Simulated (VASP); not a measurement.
Wanted: the native input for a VASP 6.6.1 run.

```yaml
Task: single point
Functional: RPBE
Dispersion: D3(BJ)
Potentials_or_basis: VASP PAW PBE potentials, release 64 (Si, C)
Cutoff: 520 eV
k_mesh: 10 × 10 × 2
Occupations: fermi-dirac, width 0.05 eV
Spin: no spin polarisation
Dipole_correction: no
Further_INCAR_settings: ALGO = Normal; EDIFF = 1e-06; NBANDS = 36
```

The structure of SiC (Moissanite 6H) lies in POSCAR:

```
SiC
1.0
    3.1154972861      0.0000000000      0.0000000000
   -1.5577486430      2.6980997952      0.0000000000
    0.0000000000      0.0000000000     15.2704665040
Si C
6 6
Direct
    0.6666666667      0.3333333333      0.4583000000
    0.3333333333      0.6666666667      0.9583000000
    0.6666666667      0.3333333333      0.7917000000
    0.3333333333      0.6666666667      0.2917000000
    0.0000000000      0.0000000000      0.6250000000
    0.0000000000      0.0000000000      0.1250000000
    0.6666666667      0.3333333333      0.3333000000
    0.3333333333      0.6666666667      0.8333000000
    0.6666666667      0.3333333333      0.6667000000
    0.3333333333      0.6666666667      0.1667000000
    0.0000000000      0.0000000000      0.5000000000
    0.0000000000      0.0000000000      0.0000000000
```

The input as run:

INCAR

```
PREC = Accurate
ENCUT = 520
EDIFF = 1E-6
ISMEAR = -1
SIGMA = 0.05
LREAL = False
LASPH = True
NELM = 80
ALGO = Normal
ISIF = 2
LWAVE = False
LCHARG = False
GGA = RP
IVDW = 12
NBANDS = 36
```

KPOINTS

```
regular mesh
0
Gamma
  10 10 2
```

Potentials or basis: VASP PAW PBE potentials, release 64 (Si, C).

The run is started by

```console
$ cat potpaw_PBE.64/Si/POTCAR potpaw_PBE.64/C/POTCAR > POTCAR
$ mpirun -np 1 vasp_std > vasp.out
```

It gave:

| Item | Value |
| --- | --- |
| Pressure | -21.9 GPa |
| Largest force | 0.137 eV/Å |
| Band gap on the k mesh | 2.04 eV, indirect (least direct gap 3.12 eV) |
| Dispersion energy per atom | -1.087 eV |

Caveat: the PAW data sets were made with another functional, which shifts forces and pressure a little.

Wall time 72 s on 1 thread of AMD EPYC 9R45 96-Core Processor (Zen 5) (shared host), peak memory 0.26 GiB.
